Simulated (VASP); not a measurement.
HfC: relaxation of shape and atoms at fixed volume with PBE

The system is HfC.

```xyz
4
Lattice="3.3108 0.0000 0.0000 -1.6554 2.8672 0.0000 0.0000 0.0000 5.8351" Properties=species:S:1:pos:R:3 pbc="T T T"
Hf    0.0000    0.0000    0.0000
Hf    0.0000    0.0000    2.9176
C     0.0000    1.9115    1.4588
C     1.6554    0.9557    4.3763
```

| Quantity | Value |
| --- | --- |
| Program | VASP 6.6.1 |
| Task | relaxation of shape and atoms at fixed volume |
| Functional | PBE |
| Potentials or basis | VASP PAW PBE potentials, release 64 (Hf_pv, C) |
| Cutoff | 600 eV |
| k mesh | 12 × 12 × 6 |
| Occupations | gaussian, width 0.05 eV |
| Spin | no spin polarisation |
| Dipole correction | no |
| Further INCAR settings | ALGO = Normal; EDIFF = 1e-06; IBRION = 2; EDIFFG = -0.01; NSW = 60; ISIF = 4 |

```
Energy gained by relaxing : 0.1 meV/atom
Ionic steps               : 3
Pressure after relaxing   : -8.4 GPa
Band gap on the k mesh    : zero (bands 14 and 15 overlap by 1.48 eV)
```

The path:
```
step  energy change (eV)  largest force (eV/Å)  pressure (GPa)  volume (Å³)
   1              0.0000                0.0000           -8.47        55.39
   2              0.0000                0.0000           -8.30        55.39
   3             -0.0004                0.0000           -8.39        55.39
```

Final structure:
```
CELL_PARAMETERS angstrom
3.31363 0.00000 0.00000
-1.65682 2.86969 0.00000
0.00000 0.00000 5.82506
ATOMIC_POSITIONS crystal
Hf 0.00000 0.00000 0.00000
Hf 0.00000 0.00000 0.50000
C 0.33333 0.66667 0.25000
C 0.66667 0.33333 0.75000
```

Levels at points of the mesh, in eV from the Fermi level:
```tsv
k point	band 11	band 12	band 13	band 14	band 15	band 16	band 17	band 18
(0.00, 0.00, 0.00)	-2.13	-1.03	0.79	1.37	1.37	2.06	2.06	2.19
(0.50, 0.00, 0.00)	-2.37	-1.79	-1.02	-0.95	0.31	2.12	5.30	5.32
(0.00, 0.00, 0.50)	-1.06	-1.06	-1.06	-1.06	2.79	2.79	3.08	3.08
(0.50, 0.00, 0.50)	-1.79	-1.79	-1.27	-1.27	1.14	1.14	5.63	5.63
```

Run time: 59 s on 1 thread of Intel(R) Xeon(R) 6975P-C (Granite Rapids), on a shared host, peak memory 0.25 GiB.

Caveat: spin-orbit coupling is left out, which moves the levels of the heavy elements.
